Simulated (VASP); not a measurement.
Write the native input for VASP 6.6.1 that does the following.

```
Task                   : single point
Functional             : LDA
Potentials or basis    : VASP PAW LDA potentials, release 64 (Re)
Cutoff                 : 520 eV
k mesh                 : 14 × 14 × 14
Occupations            : fermi-dirac, width 0.03 eV
Spin                   : no spin polarisation
Dipole correction      : no
Further INCAR settings : ALGO = Normal; EDIFF = 1e-07; NBANDS = 10
```

The structure of Re lies in POSCAR:

```
Re
1.0
    0.0000000000      1.9483075387      1.9483075387
    1.9483075387      0.0000000000      1.9483075387
    1.9483075387      1.9483075387      0.0000000000
Re
1
Direct
    0.0000000000      0.0000000000      0.0000000000
```

This isn't the form of Re at room conditions, which is hcp.

The input as run:

INCAR

```
PREC     = Accurate       # precision mode
ENCUT    = 520            # plane-wave cutoff, eV
EDIFF    = 1E-7           # SCF threshold, eV
ISMEAR   = -1             # smearing method
SIGMA    = 0.03           # smearing width, eV
LREAL    = False          # projectors in reciprocal space
LASPH    = True           # aspherical terms in the spheres
NELM     = 60             # most SCF steps
ALGO     = Normal         # electronic algorithm
ISIF     = 2              # what is computed and relaxed
LWAVE    = False          # write WAVECAR
LCHARG   = False          # write CHGCAR
NBANDS   = 10             # bands
```

KPOINTS

```
regular mesh
0
Gamma
  14 14 14
```

Potentials or basis: VASP PAW LDA potentials, release 64 (Re).

The run is started by

```bash
$ cat potpaw_LDA.64/Re/POTCAR > POTCAR
$ mpirun -np 1 vasp_std > vasp.out
```

It gave:

* Pressure: -9.8 GPa
* Band gap on the k mesh: zero (an odd number of electrons rules out a gap without spin polarisation)

Caveat: the cell stands under tension; spin-orbit coupling is left out, which moves the levels of the heavy elements.

It took 13 s on 1 thread of Intel Xeon 8259CL (shared host), peak memory 0.13 GiB.
